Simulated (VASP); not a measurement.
# Ir (Fm-3m) in VASP: further runs

The runs below take Ir through single point, with PBEsol.

Everything below comes from runs of VASP 6.6.1. Logs are shortened: lines on timing, memory, paths and dates and some standing lists are left out, and cuts for length are marked.

**1. The cell of the first run**

Symmetry: Fm-3m, No. 225, cubic system. The conventional cell has a = 3.726 Å, b = 3.726 Å, c = 3.726 Å, α = 90.00°, β = 90.00°, γ = 90.00°. Ir (site symmetry m-3m) has 12 Ir at 2.63 Å within 3.5 Å.

**2. Single point, PBEsol, collinear spin, ferromagnetic start (volume scaled by 0.92)**

Contents of INCAR:

```
PREC = Accurate
ENCUT = 520
EDIFF = 1E-6
ISMEAR = -1
SIGMA = 0.05
LREAL = F
LASPH = T
NELM = 150
ALGO = Normal
ISIF = 2
LWAVE = F
LCHARG = F
ISPIN = 2
MAGMOM = 1
LORBIT = 11
LMAXMIX = 4
GGA = PS
NBANDS = 14
```

Contents of KPOINTS:

```
regular mesh
0
Gamma
  23 23 23
```

Contents of POSCAR:

```
Ir
1.0
    0.0000000000      1.8630154528      1.8630154528
    1.8630154528      0.0000000000      1.8630154528
    1.8630154528      1.8630154528      0.0000000000
Ir
1
Direct
    0.0000000000      0.0000000000      0.0000000000
```

Potentials or basis: VASP PAW PBE potentials, release 64 (Ir).

Command:

```sh
$ cat potpaw_PBE.64/Ir/POTCAR > POTCAR
$ mpirun -np 1 vasp_std > vasp.out
```

OUTCAR:

```text
PREC = Accurate
   ENCUT = 520
   EDIFF = 1E-6
   ISMEAR = -1
   LREAL = F
   LASPH = T
   NELM = 150
   ISIF = 2
   ISPIN = 2
   LORBIT = 11
   GGA = PS

 ion  position               nearest neighbor table
   1  0.000  0.000  0.000-

  LATTYP: Found a face centered cubic cell.
 ALAT       =     3.7260309056

  Lattice vectors:

 A1 = (   0.0000000000,   1.8630154528,   1.8630154528)
 A2 = (   1.8630154528,   0.0000000000,   1.8630154528)
 A3 = (   1.8630154528,   1.8630154528,   0.0000000000)

Analysis of symmetry for initial positions (statically):
=====================================================================
 Subroutine PRICEL returns:
 Original cell was already a primitive cell.

 Routine SETGRP: Setting up the symmetry group for a
 face centered cubic supercell.

 Subroutine GETGRP returns: Found 48 space group operations
 (whereof 48 operations were pure point group operations)
 out of a pool of 48 trial point group operations.

The static configuration has the point symmetry O_h .

Analysis of symmetry for dynamics (positions and initial velocities):
=====================================================================
 Subroutine PRICEL returns:
 Original cell was already a primitive cell.

 Routine SETGRP: Setting up the symmetry group for a
 face centered cubic supercell.

 Subroutine GETGRP returns: Found 48 space group operations
 (whereof 48 operations were pure point group operations)
 out of a pool of 48 trial point group operations.

The dynamic configuration has the point symmetry O_h .

Analysis of structural, dynamic, and magnetic symmetry:
=====================================================================
 Subroutine PRICEL returns:
 Original cell was already a primitive cell.

 Routine SETGRP: Setting up the symmetry group for a
 face centered cubic supercell.

 Subroutine GETGRP returns: Found 48 space group operations
 (whereof 48 operations were pure point group operations)
 out of a pool of 48 trial point group operations.

The overall configuration has the point symmetry O_h .

 Subroutine INISYM returns: Found 48 space group operations
 (whereof 48 operations are pure point group operations),
 and found     1 'primitive' translations

----------------------------------------------------------------------------------------

                                     Primitive cell

  volume of cell :      12.9324

  direct lattice vectors                    reciprocal lattice vectors
     0.000000000  1.863015453  1.863015453    -0.268382100  0.268382100  0.268382100
     1.863015453  0.000000000  1.863015453     0.268382100 -0.268382100  0.268382100
     1.863015453  1.863015453  0.000000000     0.268382100  0.268382100 -0.268382100

  length of vectors
     2.634701720  2.634701720  2.634701720     0.464851433  0.464851433  0.464851433

  position of ions in fractional coordinates (direct lattice)
     0.000000000  0.000000000  0.000000000

  ion indices of the primitive-cell ions
   primitive index   ion index
                 1           1

----------------------------------------------------------------------------------------

 KPOINTS: regular mesh

Automatic generation of k-mesh.
 Grid dimensions read from file:
 generate k-points for:   23   23   23

 Generating k-lattice:

  Cartesian coordinates                     Fractional coordinates (reciprocal lattice)
    -0.011668787  0.011668787  0.011668787     0.043478261  0.000000000  0.000000000
     0.011668787 -0.011668787  0.011668787     0.000000000  0.043478261  0.000000000
     0.011668787  0.011668787 -0.011668787     0.000000000  0.000000000  0.043478261

  Length of vectors
     0.020210932  0.020210932  0.020210932

  Shift w.r.t. Gamma in fractional coordinates (k-lattice)
     0.000000000  0.000000000  0.000000000

 Subroutine IBZKPT returns following result:
 ===========================================

 Found    364 irreducible k-points:

 Following reciprocal coordinates:
            Coordinates               Weight
  0.000000  0.000000  0.000000      1.000000
  0.043478  0.000000  0.000000      8.000000
  0.086957  0.000000  0.000000      8.000000
  0.130435  0.000000  0.000000      8.000000
  0.173913  0.000000  0.000000      8.000000
  0.217391  0.000000  0.000000      8.000000
[... 16 lines left out ...]
  0.478261  0.043478  0.000000     24.000000
 -0.478261  0.043478  0.000000     24.000000
 [... further k-points ...]
   k-points           NKPTS =    364   k-points in BZ     NKDIM =    364   number of bands    NBANDS=     14
   number of dos      NEDOS =    301   number of ions     NIONS =      1
   total plane-waves  NPLWV =   8000
   dimension x,y,z NGX =    20 NGY =   20 NGZ =   20
   dimension x,y,z NGXF=    40 NGYF=   40 NGZF=   40
   ions per type =               1
   NGX,Y,Z   is equivalent  to a cutoff of  12.62, 12.62, 12.62 a.u.
   NGXF,Y,Z  is equivalent  to a cutoff of  25.24, 25.24, 25.24 a.u.
 SYSTEM =  unknown system
   PREC   = accura    normal or accurate (medium, high low for compatibility)
   ISTART =      0    job   : 0-new  1-cont  2-samecut
   ICHARG =      2    charge: 1-file 2-atom 10-const
   ISPIN  =      2    spin polarized calculation?
   LNONCOLLINEAR =      F non collinear calculations
   LSORBIT =      F    spin-orbit coupling
   LASPH  =      T    aspherical Exc in radial PAW
   ENCUT  =  520.0 eV  38.22 Ry    6.18 a.u.   4.90  4.90  4.90*2*pi/ulx,y,z
   NELM   =    150;   NELMIN=  2; NELMDL= -5     # of ELM steps
   EDIFF  = 0.1E-05   stopping-criterion for ELM
   LREAL  =      F    real-space projection
   EDIFFG = 0.1E-04   stopping-criterion for IOM
   NSW    =      0    number of steps for IOM
   IBRION =     -1    ionic relax: 0-MD 1-quasi-New 2-CG
   NFREE  =      0    steps in history (QN), initial steepest desc. (CG)
   ISIF   =      2    stress and relaxation
   ISYM   =      2    0-nonsym 1-usesym 2-fastsym
   POTIM  = 0.5000    time-step for ionic-motion
   TEBEG  =    0.0;   TEEND  =   0.0 temperature during run
   PSTRESS=    0.0 pullay stress
   NELECT =       9.0000    total number of electrons
   NUPDOWN=      -1.0000    fix difference up-down
   EMIN   =  10.00;   EMAX   =-10.00  energy-range for DOS
   EFERMI =   0.00;   METHOD = LEGACY
   ISMEAR =    -1;   SIGMA  =   0.05  broadening in eV -4-tet -1-fermi 0-gaus
   EFERMI_NEDOS =   21; number of points for ismear=-14 and -15
   IALGO  =     38    algorithm
   IMIX   =      4    mixing-type and parameters
     AMIX     =   0.40;   BMIX     =  1.00
     AMIX_MAG =   1.60;   BMIX_MAG =  1.00
  volume/ion in A,a.u.               =      12.93        87.27
  Fermi-wavevector in a.u.,A,eV,Ry     =   1.450761  2.741541 28.636285  2.104708
  Thomas-Fermi vector in A             =   2.568336
   LORBIT       =     11    0 simple, 1 ext, 2 COOP (PROOUT), +10 PAW based schemes
   GGA     = PS    functional components
   LHFCALC =     F    Hartree Fock is set to
   AEXX    =    0.0000 exact exchange contribution
   IVDW    =     0    specifies the selected vdW correction
   LEPSILON=     F    determine dielectric tensor
   LRPA    =     F    only Hartree local field effects (RPA)
 spin polarized calculation
  energy-cutoff  :      520.00
  volume of cell :       12.93
 maximum number of plane-waves:       360
   NGX =  9   NGY =  9   NGZ =  9

 number of electron       8.9999999 magnetization      -0.0006297

 number of electron       8.9999999 magnetization       0.0000894

 Free energy of the ion-electron system (eV)
  ---------------------------------------------------
  ext. energy  EPLUGINS =         0.00000000
  ---------------------------------------------------
  free energy    TOTEN  =        -9.68939583 eV

  energy without entropy =       -9.68388245  energy(sigma->0) =       -9.68663914

 E-fermi :  11.8622     XC(G=0): -14.6334

 val. band max:       11.8576530112   @ k =  -0.3043   0.3478   0.0435
 cond. band min:      11.8676877347   @ k =  -0.3043   0.2174   0.0870
 fundamental gap:      0.0100347235
 Fermi energy:        11.8622244131

 spin component 1

 k-point     1 :       0.0000    0.0000    0.0000
  band No.  band energies     occupation
      1      -0.3104      1.00000
      2       7.4044      1.00000
      3       7.4044      1.00000
      4       7.4044      1.00000
      5      10.5335      1.00000
      6      10.5335      1.00000
      7      25.9805      0.00000
      8      32.1067      0.00000
      9      32.1067      0.00000
     10      32.1067      0.00000
     11      37.1522      0.00000
     12      43.8781      0.00000
     13      43.8781      0.00000
     14      43.8781      0.00000
[... 375 lines left out ...]
 k-point    24 :      -0.4783    0.0435    0.0000
  band No.  band energies     occupation
      1       2.8123      1.00000
      2       7.1982      1.00000
      3       7.3436      1.00000
      4      10.4682      1.00000
      5      12.9167      0.00000
      6      13.4009      0.00000
      7      20.0528      0.00000
      8      25.7079      0.00000
      9      32.2368      0.00000
     10      32.4374      0.00000
     11      43.0932      0.00000
     12      43.2523      0.00000
     13      44.0940      0.00000
     14      44.1096      0.00000

 [... further k-points ...]

 spin component 2

 k-point     1 :       0.0000    0.0000    0.0000
  band No.  band energies     occupation
      1      -0.3103      1.00000
      2       7.4044      1.00000
      3       7.4044      1.00000
      4       7.4044      1.00000
      5      10.5335      1.00000
      6      10.5335      1.00000
      7      25.9806      0.00000
      8      32.1066      0.00000
      9      32.1066      0.00000
     10      32.1066      0.00000
     11      37.1522      0.00000
     12      43.8782      0.00000
     13      43.8782      0.00000
     14      43.8782      0.00000
[... 375 lines left out ...]
 k-point    24 :      -0.4783    0.0435    0.0000
  band No.  band energies     occupation
      1       2.8124      1.00000
      2       7.1982      1.00000
      3       7.3436      1.00000
      4      10.4682      1.00000
      5      12.9168      0.00000
      6      13.4009      0.00000
      7      20.0529      0.00000
      8      25.7079      0.00000
      9      32.2368      0.00000
     10      32.4374      0.00000
     11      43.0932      0.00000
     12      43.2523      0.00000
     13      44.0912      0.00000
     14      44.1086      0.00000

 [... further k-points ...]

------------------------ aborting loop because EDIFF is reached ----------------------------------------

  FORCE on cell =-STRESS in cart. coord.  units (eV):
  Direction    XX          YY          ZZ          XY          YZ          ZX
  --------------------------------------------------------------------------------------
  -------------------------------------------------------------------------------------
  Total        3.3301957      3.3301957      3.3301957      0.0000000     -0.0000000     -0.0000000
  in kB      412.5731623    412.5731623    412.5731623      0.0000000     -0.0000000     -0.0000000
  external PRESSURE =     412.5731623 kB  Pullay stress =       0.0000000 kB

 VOLUME and BASIS-vectors are now :
 -----------------------------------------------------------------------------
  energy-cutoff  :      520.00
  volume of cell :       12.93
      direct lattice vectors                 reciprocal lattice vectors
     0.000000000  1.863015453  1.863015453    -0.268382100  0.268382100  0.268382100
     1.863015453  0.000000000  1.863015453     0.268382100 -0.268382100  0.268382100
     1.863015453  1.863015453  0.000000000     0.268382100  0.268382100 -0.268382100

 POSITION                                       TOTAL-FORCE (eV/Angst)
 -----------------------------------------------------------------------------------
      0.00000      0.00000      0.00000         0.000000      0.000000      0.000000
 -----------------------------------------------------------------------------------
    total drift:                                0.000000     -0.000000     -0.000000

  FREE ENERGIE OF THE ION-ELECTRON SYSTEM (eV)
  ---------------------------------------------------
  free  energy   TOTEN  =        -9.6893958285 eV

  energy  without entropy=       -9.6838824506  energy(sigma->0) =       -9.68663914

 total charge

# of ion       s       p       d       tot
------------------------------------------
    1        0.728   0.872   7.129   8.729

 magnetization (x)

# of ion       s       p       d       tot
------------------------------------------
    1       -0.000  -0.000   0.000   0.000
```

Run time: 70 s. Hardware: 1 thread of Intel Xeon Platinum 8559C (Emerald Rapids), shared host; peak memory 0.21 GiB.

Results:

* Free energy: -9.6894 eV
* Pressure: 41.3 GPa
* Net moment: 0.00 μB per cell
* Valence electrons inside the program's atomic spheres: Ir 8.73

Caveat: the cell differs from its parent crystal (volume scaled by 0.92); the PAW data sets were made with another functional, which shifts forces and pressure a little; spin-orbit coupling is left out, which moves the levels of the heavy elements.

**3. Single point, PBEsol, collinear spin, ferromagnetic start (volume scaled by 0.96)**

Contents of INCAR:

```
PREC     = Accurate       # precision mode
ENCUT    = 520            # plane-wave cutoff, eV
EDIFF    = 1E-6           # SCF threshold, eV
ISMEAR   = -1             # smearing method
SIGMA    = 0.05           # smearing width, eV
LREAL    = F              # projectors in reciprocal space
LASPH    = T              # aspherical terms in the spheres
NELM     = 150            # most SCF steps
ALGO     = Normal         # electronic algorithm
ISIF     = 2              # what is computed and relaxed
LWAVE    = F              # write WAVECAR
LCHARG   = F              # write CHGCAR
ISPIN    = 2              # spin polarisation
MAGMOM   = 1              # initial moments
LORBIT   = 11             # projections on sites
LMAXMIX  = 4              # l up to which the mixer works
GGA      = PS             # functional
NBANDS   = 14             # bands
```

Contents of KPOINTS:

```
Automatic mesh
0
Gamma
  23 23 23
```

Contents of POSCAR:

```
Ir
1.0
    0.0000000000      1.8896335555      1.8896335555
    1.8896335555      0.0000000000      1.8896335555
    1.8896335555      1.8896335555      0.0000000000
Ir
1
Direct
    0.0000000000      0.0000000000      0.0000000000
```

Potentials or basis: VASP PAW PBE potentials, release 64 (Ir).

Command:

```sh
$ cat potpaw_PBE.64/Ir/POTCAR > POTCAR
$ mpirun -np 1 vasp_std > vasp.out
```

Run time: 71 s. Hardware: 1 thread of Intel Xeon Platinum 8559C (Emerald Rapids), shared host; peak memory 0.21 GiB.

It converged, with:

```yaml
Free_energy: -9.7930 eV
Pressure: 18.6 GPa
Net_moment: 0.00 μB per cell
Valence_electrons_inside_the_program's_atomic_spheres: Ir 8.56
```

Levels at points of the mesh, in eV from the Fermi level:
Spin up:
```csv
k point,band 1,band 2,band 3,band 4,band 5,band 6,band 7,band 8
"(0.00, 0.00, 0.00)",-11.69,-4.18,-4.18,-4.18,-1.25,-1.25,14.23,20.10
```
Spin down:
```tsv
k point	band 2	band 3	band 4	band 5	band 6	band 7
(0.00, 0.00, 0.00)	-4.18	-4.18	-4.18	-1.25	-1.25	14.23
```

Caveat: the cell differs from its parent crystal (volume scaled by 0.96); the PAW data sets were made with another functional, which shifts forces and pressure a little; spin-orbit coupling is left out, which moves the levels of the heavy elements.

**4. Single point, PBEsol, collinear spin, ferromagnetic start**

This run uses another cell than the first one, of 14.06 Å³/atom, 1.087 times its volume.

Contents of INCAR:

```
  ALGO = Normal
  EDIFF = 1E-6
  ENCUT = 520
  GGA = PS
  ISIF = 2
  ISMEAR = -1
  ISPIN = 2
  LASPH = True
  LCHARG = True
  LELF = True
  LMAXMIX = 4
  LORBIT = 11
  LREAL = False
  LVHAR = True
  LWAVE = False
  MAGMOM = 1
  NBANDS = 14
  NELM = 150
  PREC = Accurate
  SIGMA = 0.05
```

Contents of KPOINTS:

```
k-points
0
Gamma
  23 23 23
```

Contents of POSCAR:

```
Ir
1.0
    0.0000000000      1.9155221637      1.9155221637
    1.9155221637      0.0000000000      1.9155221637
    1.9155221637      1.9155221637      0.0000000000
Ir
1
Direct
    0.0000000000      0.0000000000      0.0000000000
```

Command:

```sh
$ cat potpaw_PBE.64/Ir/POTCAR > POTCAR
$ mpirun -np 1 vasp_std > vasp.out
```

Run time: 73 s. Hardware: 1 thread of Intel Xeon Platinum 8559C (Emerald Rapids), shared host; peak memory 0.22 GiB.

It converged, with:

* Free energy: -9.8258 eV
* Pressure: 0.7 GPa
* Net moment: 0.00 μB per cell
* Valence electrons inside the program's atomic spheres: Ir 8.41

Levels at points of the mesh, in eV from the Fermi level:
Spin up:
```
           k point  band 2  band 3  band 4  band 5  band 6  band 7
(0.00, 0.00, 0.00)   -3.92   -3.92   -3.92   -1.18   -1.18   14.33
```
Spin down:
```tsv
k point	band 1	band 2	band 3	band 4	band 5	band 6	band 7	band 8
(0.00, 0.00, 0.00)	-11.24	-3.92	-3.92	-3.92	-1.18	-1.18	14.33	19.94
```

Caveat: the PAW data sets were made with another functional, which shifts forces and pressure a little; spin-orbit coupling is left out, which moves the levels of the heavy elements.

**5. Single point, PBEsol, collinear spin, ferromagnetic start (volume scaled by 1.04)**

Contents of INCAR:

```
SYSTEM = Ir
PREC = Accurate
ENCUT = 520
EDIFF = 1E-7
ISMEAR = -1
SIGMA = 0.05
LREAL = .FALSE.
LASPH = .TRUE.
NELM = 150
ALGO = Normal
ISIF = 2
LWAVE = .FALSE.
LCHARG = .TRUE.
ISPIN = 2
MAGMOM = 1
LORBIT = 11
LMAXMIX = 4
GGA = PS
LELF = .TRUE.
LVHAR = .TRUE.
NBANDS = 14
```

Contents of KPOINTS:

```
regular mesh
0
G
  23 23 23
  0 0 0
```

Contents of POSCAR:

```
Ir
1.0
    0.0000000000      1.9407292934      1.9407292934
    1.9407292934      0.0000000000      1.9407292934
    1.9407292934      1.9407292934      0.0000000000
Ir
1
Direct
    0.0000000000      0.0000000000      0.0000000000
```

Command:

```sh
$ cat potpaw_PBE.64/Ir/POTCAR > POTCAR
$ mpirun -np 1 vasp_std > vasp.out
```

Wall time 72 s (1 thread of Intel Xeon Platinum 8559C (Emerald Rapids), shared host); peak memory 0.22 GiB.

Results (log left out):

* Free energy: -9.8031 eV
* Pressure: -13.2 GPa
* Net moment: 0.00 μB per cell
* Valence electrons inside the program's atomic spheres: Ir 8.28

Levels at points of the mesh, in eV from the Fermi level:
Spin up:
| k point | band 1 | band 2 | band 3 | band 4 | band 5 | band 6 | band 7 | band 8 | band 9 |
| --- | --- | --- | --- | --- | --- | --- | --- | --- | --- |
| (0.00, 0.00, 0.00) | -10.81 | -3.69 | -3.69 | -3.69 | -1.11 | -1.11 | 14.41 | 19.78 | 19.78 |
Spin down:
```csv
k point,band 1,band 2,band 3,band 4,band 5,band 6,band 7,band 8
"(0.00, 0.00, 0.00)",-10.81,-3.69,-3.69,-3.69,-1.11,-1.11,14.41,19.78
```

Caveat: the cell differs from its parent crystal (volume scaled by 1.04); the PAW data sets were made with another functional, which shifts forces and pressure a little; spin-orbit coupling is left out, which moves the levels of the heavy elements.

**6. The runs side by side**

```tsv
cell	gap on the mesh (eV)	pressure (GPa)	moment (μB)
a = 2.635 Å, angles 60.0°, 1 atom	none	41.3	0.00
a = 2.672 Å, angles 60.0°, 1 atom	none	18.6	0.00
a = 2.709 Å, angles 60.0°, 1 atom	none	0.7	0.00
a = 2.745 Å, angles 60.0°, 1 atom	none	-13.2	0.00
```

Alike in all rows: task single point; level PBEsol; potentials or basis VASP PAW PBE potentials, release 64 (Ir); spin collinear, ferromagnetic start; k mesh 23 × 23 × 23; cutoff (eV) 520; smearing fermi-dirac 0.05 eV.

Caveats: the PAW data sets were made with another functional, which shifts forces and pressure a little; spin-orbit coupling is left out, which moves the levels of the heavy elements.

Total energies depend on the potentials used, so only differences within one code and one set of settings carry meaning.
